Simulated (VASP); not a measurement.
Here is a VASP 6.6.1 calculation.

POSCAR

```
TiC
1.0
    2.1639143223      2.1639143223      0.0000000000
   -2.1639143223      2.1639143223      0.0000000000
    0.0000000000      0.0000000000      4.2412720716
Ti C
2 2
Direct
    0.0000000000      0.0000000000      0.0000000000
    0.5000000000      0.5000000000      0.5000000000
    0.5000000000      0.5000000000      0.0000000000
    0.0000000000      0.0000000000      0.5000000000
```

INCAR.step1

```
  PREC = Accurate
  ENCUT = 520
  ISMEAR = 0
  SIGMA = 0.1
  LREAL = F
  LASPH = T
  NELM = 80
  NBANDS = 24
  GGA = PE
  ALGO = Normal
  EDIFF = 1E-4
  LWAVE = T
  LCHARG = F
```

INCAR.step2

```
  PREC = Accurate
  ENCUT = 520
  EDIFF = 1E-7
  ISMEAR = 0
  SIGMA = 0.1
  LREAL = F
  LASPH = T
  NELM = 80
  ALGO = Normal
  ISIF = 2
  LWAVE = F
  LCHARG = F
  METAGGA = R2SCAN
  LMIXTAU = T
  NBANDS = 24
  ISTART = 1
```

Contents of KPOINTS:

```
Automatic mesh
0
Gamma
  18 18 12
```

Potentials or basis: VASP PAW PBE potentials, release 64 (Ti_sv, C).

Launch:

```console
$ cat potpaw_PBE.64/Ti_sv/POTCAR potpaw_PBE.64/C/POTCAR > POTCAR
$ cp INCAR.step1 INCAR
$ mpirun -np 1 vasp_std > vasp.out
$ cp INCAR.step2 INCAR
$ mpirun -np 1 vasp_std > vasp.out
```

Question: Predict the pressure.

Answer: 6.7 GPa.

Question: What does it give for the band gap on the k mesh?

Answer: Zero (bands 16 and 17 overlap by 1.34 eV).

Stress tensor (GPa, compression positive):
```
 3.67  0.00  0.00
 0.00  3.67  0.00
 0.00  0.00 12.86
```

Caveat: the cell differs from its parent crystal (strain along c alone, the other axes held: -2.0 %); the stress differs along the axes, from 4 to 13 GPa; the PAW data sets were made with another functional, which shifts forces and pressure a little.
